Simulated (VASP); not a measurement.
# YTaSe3 (Pm-3m) in VASP: a series of runs

The runs below take YTaSe3 through single point, relaxation of cell and atoms, with PBE.

Everything below comes from runs of VASP 6.6.1. Logs are shortened: lines on timing, memory, paths and dates and some standing lists are left out, and cuts for length are marked.

## (1) The cell of the first run

It takes space group Pm-3m (No. 221, cubic). Conventional cell: a = 5.009 Å, b = 5.009 Å, c = 5.009 Å, α = 90.00°, β = 90.00°, γ = 90.00°. Y (site symmetry m-3m) has 12 Se at 3.54 Å and 8 Ta at 4.34 Å within 4.7 Å. Within 3.3 Å of Ta (site symmetry m-3m) lie 6 Se at 2.50 Å. Se (site symmetry 4/mmm) has 2 Ta at 2.50 Å within 3.3 Å.

## (2) Single point, PBE

File INCAR:

```
PREC = Accurate
ENCUT = 500
EDIFF = 1E-6
ISMEAR = 0
SIGMA = 0.1
LREAL = F
LASPH = T
NELM = 120
ALGO = Normal
ISIF = 2
LWAVE = F
LCHARG = F
GGA = PE
NBANDS = 28
GGA_COMPAT = F
```

File KPOINTS:

```
Automatic mesh
0
Gamma
  8 8 8
```

File POSCAR:

```
YTaSe3
1.0
    5.0089191777      0.0000000000      0.0000000000
    0.0000000000      5.0089191777      0.0000000000
    0.0000000000      0.0000000000      5.0089191777
Y Ta Se
1 1 3
Direct
    0.5000000000      0.5000000000      0.5000000000
    0.0000000000      0.0000000000      0.0000000000
    0.5000000000      0.0000000000      0.0000000000
    0.0000000000      0.5000000000      0.0000000000
    0.0000000000      0.0000000000      0.5000000000
```

Potentials or basis: VASP PAW PBE potentials, release 64 (Y_sv, Ta_pv, Se).

Launch:

```bash
cat potpaw_PBE.64/Y_sv/POTCAR potpaw_PBE.64/Ta_pv/POTCAR potpaw_PBE.64/Se/POTCAR > POTCAR
mpirun -np 1 vasp_std > vasp.out
```

OUTCAR:

```text
PREC = Accurate
   ENCUT = 500
   EDIFF = 1E-6
   ISMEAR = 0
   LREAL = F
   LASPH = T
   NELM = 120
   ISIF = 2
   GGA = PE

 ion  position               nearest neighbor table
   1  0.500  0.500  0.500-   3 3.54   4 3.54   5 3.54   3 3.54   4 3.54   3 3.54   5 3.54   3 3.54
                             4 3.54   5 3.54   4 3.54   5 3.54
   2  0.000  0.000  0.000-   3 2.50   4 2.50   5 2.50   5 2.50   4 2.50   3 2.50
   3  0.500  0.000  0.000-   2 2.50   2 2.50   1 3.54   1 3.54   1 3.54   1 3.54
   4  0.000  0.500  0.000-   2 2.50   2 2.50   1 3.54   1 3.54   1 3.54   1 3.54
   5  0.000  0.000  0.500-   2 2.50   2 2.50   1 3.54   1 3.54   1 3.54   1 3.54

  LATTYP: Found a simple cubic cell.
 ALAT       =     5.0089191777

  Lattice vectors:

 A1 = (   5.0089191777,   0.0000000000,   0.0000000000)
 A2 = (   0.0000000000,   5.0089191777,   0.0000000000)
 A3 = (   0.0000000000,   0.0000000000,   5.0089191777)

Analysis of symmetry for initial positions (statically):
=====================================================================
 Subroutine PRICEL returns:
 Original cell was already a primitive cell.

 Routine SETGRP: Setting up the symmetry group for a
 simple cubic supercell.

 Subroutine GETGRP returns: Found 48 space group operations
 (whereof 48 operations were pure point group operations)
 out of a pool of 48 trial point group operations.

The static configuration has the point symmetry O_h .

Analysis of symmetry for dynamics (positions and initial velocities):
=====================================================================
 Subroutine PRICEL returns:
 Original cell was already a primitive cell.

 Routine SETGRP: Setting up the symmetry group for a
 simple cubic supercell.

 Subroutine GETGRP returns: Found 48 space group operations
 (whereof 48 operations were pure point group operations)
 out of a pool of 48 trial point group operations.

The dynamic configuration has the point symmetry O_h .

 Subroutine INISYM returns: Found 48 space group operations
 (whereof 48 operations are pure point group operations),
 and found     1 'primitive' translations

----------------------------------------------------------------------------------------

                                     Primitive cell

  volume of cell :     125.6701

  direct lattice vectors                    reciprocal lattice vectors
     5.008919178  0.000000000  0.000000000     0.199643868  0.000000000  0.000000000
     0.000000000  5.008919178  0.000000000     0.000000000  0.199643868  0.000000000
     0.000000000  0.000000000  5.008919178     0.000000000  0.000000000  0.199643868

  length of vectors
     5.008919178  5.008919178  5.008919178     0.199643868  0.199643868  0.199643868

  position of ions in fractional coordinates (direct lattice)
     0.500000000  0.500000000  0.500000000
     0.000000000  0.000000000  0.000000000
     0.500000000  0.000000000  0.000000000
     0.000000000  0.500000000  0.000000000
     0.000000000  0.000000000  0.500000000

  ion indices of the primitive-cell ions
   primitive index   ion index
                 1           1
                 2           2
                 3           3
                 4           4
                 5           5

----------------------------------------------------------------------------------------

 KPOINTS: Automatic mesh

Automatic generation of k-mesh.
 Grid dimensions read from file:
 generate k-points for:    8    8    8

 Generating k-lattice:

  Cartesian coordinates                     Fractional coordinates (reciprocal lattice)
     0.024955484  0.000000000  0.000000000     0.125000000  0.000000000  0.000000000
     0.000000000  0.024955484  0.000000000     0.000000000  0.125000000  0.000000000
     0.000000000  0.000000000  0.024955484     0.000000000  0.000000000  0.125000000

  Length of vectors
     0.024955484  0.024955484  0.024955484

  Shift w.r.t. Gamma in fractional coordinates (k-lattice)
     0.000000000  0.000000000  0.000000000

 Subroutine IBZKPT returns following result:
 ===========================================

 Found     35 irreducible k-points:

 Following reciprocal coordinates:
            Coordinates               Weight
  0.000000  0.000000  0.000000      1.000000
  0.125000  0.000000  0.000000      6.000000
  0.250000  0.000000  0.000000      6.000000
  0.375000  0.000000  0.000000      6.000000
  0.500000  0.000000  0.000000      3.000000
  0.125000  0.125000  0.000000     12.000000
[... 16 lines left out ...]
  0.375000  0.375000  0.125000     24.000000
  0.500000  0.375000  0.125000     24.000000
 [... further k-points ...]
   k-points           NKPTS =     35   k-points in BZ     NKDIM =     35   number of bands    NBANDS=     28
   number of dos      NEDOS =    301   number of ions     NIONS =      5
   total plane-waves  NPLWV =  64000
   dimension x,y,z NGX =    40 NGY =   40 NGZ =   40
   dimension x,y,z NGXF=    80 NGYF=   80 NGZF=   80
   ions per type =               1   1   3
   NGX,Y,Z   is equivalent  to a cutoff of  13.28, 13.28, 13.28 a.u.
   NGXF,Y,Z  is equivalent  to a cutoff of  26.55, 26.55, 26.55 a.u.
 SYSTEM =  unknown system
   PREC   = accura    normal or accurate (medium, high low for compatibility)
   ISTART =      0    job   : 0-new  1-cont  2-samecut
   ICHARG =      2    charge: 1-file 2-atom 10-const
   ISPIN  =      1    spin polarized calculation?
   LNONCOLLINEAR =      F non collinear calculations
   LSORBIT =      F    spin-orbit coupling
   LASPH  =      T    aspherical Exc in radial PAW
   ENCUT  =  500.0 eV  36.75 Ry    6.06 a.u.   9.13  9.13  9.13*2*pi/ulx,y,z
   NELM   =    120;   NELMIN=  2; NELMDL= -5     # of ELM steps
   EDIFF  = 0.1E-05   stopping-criterion for ELM
   LREAL  =      F    real-space projection
   EDIFFG = 0.1E-04   stopping-criterion for IOM
   NSW    =      0    number of steps for IOM
   IBRION =     -1    ionic relax: 0-MD 1-quasi-New 2-CG
   NFREE  =      0    steps in history (QN), initial steepest desc. (CG)
   ISIF   =      2    stress and relaxation
   ISYM   =      2    0-nonsym 1-usesym 2-fastsym
   POTIM  = 0.5000    time-step for ionic-motion
   TEBEG  =    0.0;   TEEND  =   0.0 temperature during run
   PSTRESS=    0.0 pullay stress
   NELECT =      40.0000    total number of electrons
   NUPDOWN=      -1.0000    fix difference up-down
   EMIN   =  10.00;   EMAX   =-10.00  energy-range for DOS
   EFERMI =   0.00;   METHOD = LEGACY
   ISMEAR =     0;   SIGMA  =   0.10  broadening in eV -4-tet -1-fermi 0-gaus
   EFERMI_NEDOS =   21; number of points for ismear=-14 and -15
   IALGO  =     38    algorithm
   IMIX   =      4    mixing-type and parameters
     AMIX     =   0.40;   BMIX     =  1.00
     AMIX_MAG =   1.60;   BMIX_MAG =  1.00
  volume/ion in A,a.u.               =      25.13       169.61
  Fermi-wavevector in a.u.,A,eV,Ry     =   1.117766  2.112271 16.999123  1.249400
  Thomas-Fermi vector in A             =   2.254391
   LORBIT       =      0    0 simple, 1 ext, 2 COOP (PROOUT), +10 PAW based schemes
   GGA     = PE    functional components
   LHFCALC =     F    Hartree Fock is set to
   AEXX    =    0.0000 exact exchange contribution
   IVDW    =     0    specifies the selected vdW correction
   LEPSILON=     F    determine dielectric tensor
   LRPA    =     F    only Hartree local field effects (RPA)
 non-spin polarized calculation
 Gauss-broadening in eV      SIGMA  =   0.10
  energy-cutoff  :      500.00
  volume of cell :      125.67
 maximum number of plane-waves:      3218
 NGX is ok and might be reduce to    40
   NGX = 19   NGY = 19   NGZ = 19

 number of electron      39.9999991 magnetization

 Free energy of the ion-electron system (eV)
  ---------------------------------------------------
  ext. energy  EPLUGINS =         0.00000000
  ---------------------------------------------------
  free energy    TOTEN  =       -31.59825135 eV

  energy without entropy =      -31.57300362  energy(sigma->0) =      -31.58562749

 E-fermi :   5.0160     XC(G=0):  -9.8084

 val. band max:        5.0142989988   @ k =   0.1250   0.1250   0.0000
 cond. band min:       5.0472630732   @ k =   0.5000   0.2500   0.0000
 fundamental gap:      0.0329640745
 Fermi energy:         5.0160174266

 k-point     1 :       0.0000    0.0000    0.0000
  band No.  band energies     occupation
      1     -40.3364      2.00000
      2     -30.7841      2.00000
      3     -30.7841      2.00000
      4     -30.7841      2.00000
      5     -20.2004      2.00000
      6     -20.2004      2.00000
[... 20 lines left out ...]
     27       5.8389      0.00000
     28       5.8389      0.00000

 k-point     2 :       0.1250    0.0000    0.0000
  band No.  band energies     occupation
      1     -40.3364      2.00000
      2     -30.7846      2.00000
      3     -30.7841      2.00000
      4     -30.7841      2.00000
      5     -20.2016      2.00000
      6     -20.2003      2.00000
[... 20 lines left out ...]
     27       5.9828      0.00000
     28       5.9829      0.00000

 k-point     3 :       0.2500    0.0000    0.0000
  band No.  band energies     occupation
      1     -40.3363      2.00000
      2     -30.7857      2.00000
      3     -30.7839      2.00000
      4     -30.7839      2.00000
      5     -20.2045      2.00000
      6     -20.2001      2.00000
[... 20 lines left out ...]
     27       6.3412      0.00000
     28       6.3839      0.00000

 k-point     4 :       0.3750    0.0000    0.0000
  band No.  band energies     occupation
      1     -40.3363      2.00000
      2     -30.7868      2.00000
      3     -30.7838      2.00000
      4     -30.7838      2.00000
      5     -20.2074      2.00000
      6     -20.1998      2.00000
[... 20 lines left out ...]
     27       6.4775      0.00000
     28       6.7270      0.00000

 k-point     5 :       0.5000    0.0000    0.0000
  band No.  band energies     occupation
      1     -40.3363      2.00000
      2     -30.7873      2.00000
      3     -30.7838      2.00000
      4     -30.7838      2.00000
      5     -20.2086      2.00000
      6     -20.1997      2.00000
[... 20 lines left out ...]
     27       6.5723      0.00000
     28       6.8946      0.00000

 k-point     6 :       0.1250    0.1250    0.0000
  band No.  band energies     occupation
      1     -40.3364      2.00000
      2     -30.7845      2.00000
      3     -30.7845      2.00000
      4     -30.7840      2.00000
      5     -20.2016      2.00000
      6     -20.2014      2.00000
[... 463 lines left out ...]
      5     -20.2065      2.00000
      6     -20.2034      2.00000
[... 20 lines left out ...]
     27       6.8007      0.00000
     28       7.3299      0.00000

 k-point    22 :       0.5000    0.2500    0.1250
  band No.  band energies     occupation
      1     -40.3362      2.00000
      2     -30.7870      2.00000
      3     -30.7853      2.00000
      4     -30.7841      2.00000
      5     -20.2076      2.00000
      6     -20.2032      2.00000
[... 20 lines left out ...]
     27       6.8299      0.00000
     28       7.2951      0.00000

 k-point    23 :       0.3750    0.3750    0.1250
  band No.  band energies     occupation
      1     -40.3361      2.00000
      2     -30.7864      2.00000
      3     -30.7864      2.00000
      4     -30.7840      2.00000
      5     -20.2061      2.00000
      6     -20.2059      2.00000
[... 20 lines left out ...]
     27       6.9381      0.00000
     28       7.3341      0.00000

 k-point    24 :       0.5000    0.3750    0.1250
  band No.  band energies     occupation
      1     -40.3361      2.00000
      2     -30.7869      2.00000
      3     -30.7864      2.00000
      4     -30.7839      2.00000
      5     -20.2071      2.00000
      6     -20.2058      2.00000
[... 20 lines left out ...]
     27       6.9343      0.00000
     28       7.2889      0.00000

 [... further k-points ...]

------------------------ aborting loop because EDIFF is reached ----------------------------------------

  FORCE on cell =-STRESS in cart. coord.  units (eV):
  Direction    XX          YY          ZZ          XY          YZ          ZX
  --------------------------------------------------------------------------------------
  -------------------------------------------------------------------------------------
  Total        0.1208350      0.1208350      0.1208350     -0.0000000     -0.0000000      0.0000000
  in kB        1.5405340      1.5405340      1.5405340     -0.0000000     -0.0000000      0.0000000
  external PRESSURE =       1.5405340 kB  Pullay stress =       0.0000000 kB

 VOLUME and BASIS-vectors are now :
 -----------------------------------------------------------------------------
  energy-cutoff  :      500.00
  volume of cell :      125.67
      direct lattice vectors                 reciprocal lattice vectors
     5.008919178  0.000000000  0.000000000     0.199643868  0.000000000  0.000000000
     0.000000000  5.008919178  0.000000000     0.000000000  0.199643868  0.000000000
     0.000000000  0.000000000  5.008919178     0.000000000  0.000000000  0.199643868

 POSITION                                       TOTAL-FORCE (eV/Angst)
 -----------------------------------------------------------------------------------
      2.50446      2.50446      2.50446         0.000000      0.000000      0.000000
      0.00000      0.00000      0.00000         0.000000      0.000000      0.000000
      2.50446      0.00000      0.00000         0.000000      0.000000      0.000000
      0.00000      2.50446      0.00000         0.000000      0.000000      0.000000
      0.00000      0.00000      2.50446         0.000000      0.000000      0.000000
 -----------------------------------------------------------------------------------
    total drift:                               -0.000000      0.000000     -0.000000

  FREE ENERGIE OF THE ION-ELECTRON SYSTEM (eV)
  ---------------------------------------------------
  free  energy   TOTEN  =       -31.5982513506 eV

  energy  without entropy=      -31.5730036194  energy(sigma->0) =      -31.58562749
```

Run time: 84 s. Hardware: 1 thread of Intel Xeon Platinum 8559C (Emerald Rapids), shared host; peak memory 0.33 GiB.

What came out:

```yaml
Free_energy: -31.5983 eV
Pressure: 0.2 GPa
Band_gap_on_the_k_mesh: zero (bands 20 and 21 overlap by 2.01 eV)
```

Levels at points of the mesh, in eV from the Fermi level:
```csv
k point,band 18,band 19,band 20,band 21,band 22,band 23
"(0.00, 0.00, 0.00)",-1.63,-1.63,-1.59,-1.59,-1.59,-0.53
"(0.50, 0.00, 0.00)",-2.10,-2.10,-1.32,0.36,0.67,1.14
"(0.50, 0.50, 0.00)",-3.61,-1.32,0.31,0.61,0.82,0.82
"(0.50, 0.50, 0.50)",-1.01,-1.01,-0.31,0.52,0.52,0.52
```

Caveat: spin-orbit coupling is left out, which moves the levels of the heavy elements.

## (3) Relaxation of cell and atoms, PBE

This run uses another cell than the first one, of 25.26 Å³/atom.

File INCAR:

```
SYSTEM = YTaSe3
ALGO     = Normal         ! electronic algorithm
EDIFF    = 1E-7           ! SCF threshold, eV
EDIFFG   = -0.01          ! ionic threshold
ENCUT    = 500            ! plane-wave cutoff, eV
GGA      = PE             ! functional
GGA_COMPAT= .False.      
IBRION   = 2              ! ionic algorithm
ISIF     = 3              ! what is computed and relaxed
ISMEAR   = 0              ! smearing method
LASPH    = .True.         ! aspherical terms in the spheres
LCHARG   = .False.        ! write CHGCAR
LREAL    = .False.        ! projectors in reciprocal space
LWAVE    = .False.        ! write WAVECAR
NELM     = 120            ! most SCF steps
NELMIN   = 4            
NSW      = 100            ! ionic steps
PREC     = Accurate       ! precision mode
SIGMA    = 0.1            ! smearing width, eV
```

File KPOINTS:

```
k-points
0
Gamma
  8 8 8
  0 0 0
```

POSCAR, as its differences from that of step 2:

```diff
@@ -2,5 +2,5 @@
 1.0
-    5.0089191777      0.0000000000      0.0000000000
-    0.0000000000      5.0089191777      0.0000000000
-    0.0000000000      0.0000000000      5.0089191777
+    5.0173583375      0.0000000000      0.0000000000
+    0.0000000000      5.0173583375      0.0000000000
+    0.0000000000      0.0000000000      5.0173583375
 Y Ta Se
```

Potentials or basis: VASP PAW PBE potentials, release 64 (Y_sv, Ta_pv, Se).

Launch:

```bash
cat potpaw_PBE.64/Y_sv/POTCAR potpaw_PBE.64/Ta_pv/POTCAR potpaw_PBE.64/Se/POTCAR > POTCAR
mpirun -np 1 vasp_std > vasp.out
```

Wall time 3.4 min (1 thread of Intel Xeon Platinum 8559C (Emerald Rapids), shared host); peak memory 0.33 GiB.

The run converged. Its results:

```
Free energy                           : -31.5952 eV
Relaxed volume                        : 25.19 Å³/atom
Relaxed cell                          : a = 5.012 Å, b = 5.012 Å, c = 5.012 Å, α = 90.00°, β = 90.00°, γ = 90.00°
Space group after relaxing (to 0.1 Å) : Pm-3m (No. 221)
Energy gained by relaxing             : 0.1 meV/atom
Ionic steps                           : 3
Pressure after relaxing               : 0.0 GPa
```

The path:
```
step  energy change (eV)  largest force (eV/Å)  pressure (GPa)  volume (Å³)
   1              0.0000                0.0000           -0.24       126.31
   2             -0.0001                0.0000            0.22       125.61
   3             -0.0003                0.0000            0.00       125.93
```

Final structure:
```cif
data_structure
_symmetry_space_group_name_H-M 'P 1'
_symmetry_Int_Tables_number 1
_cell_length_a 5.0124
_cell_length_b 5.0124
_cell_length_c 5.0124
_cell_angle_alpha 90.000
_cell_angle_beta 90.000
_cell_angle_gamma 90.000
_cell_volume 125.93
loop_
_atom_site_label
_atom_site_type_symbol
_atom_site_fract_x
_atom_site_fract_y
_atom_site_fract_z
_atom_site_occupancy
Y1 Y 0.50000 0.50000 0.50000 1
Ta1 Ta 0.00000 0.00000 0.00000 1
Se1 Se 0.50000 0.00000 0.00000 1
Se2 Se 0.00000 0.50000 0.00000 1
Se3 Se 0.00000 0.00000 0.50000 1
```

Levels at points of the mesh, in eV from the Fermi level:
```csv
k point,band 18,band 19,band 20,band 21,band 22,band 23
"(0.00, 0.00, 0.00)",-1.64,-1.64,-1.59,-1.59,-1.59,-0.54
"(0.50, 0.00, 0.00)",-2.10,-2.10,-1.32,0.35,0.66,1.13
"(0.50, 0.50, 0.00)",-3.61,-1.32,0.30,0.60,0.82,0.82
"(0.50, 0.50, 0.50)",-1.02,-1.02,-0.32,0.50,0.50,0.50
```

Caveat: the highest band is partly filled, so the run has too few bands; spin-orbit coupling is left out, which moves the levels of the heavy elements.
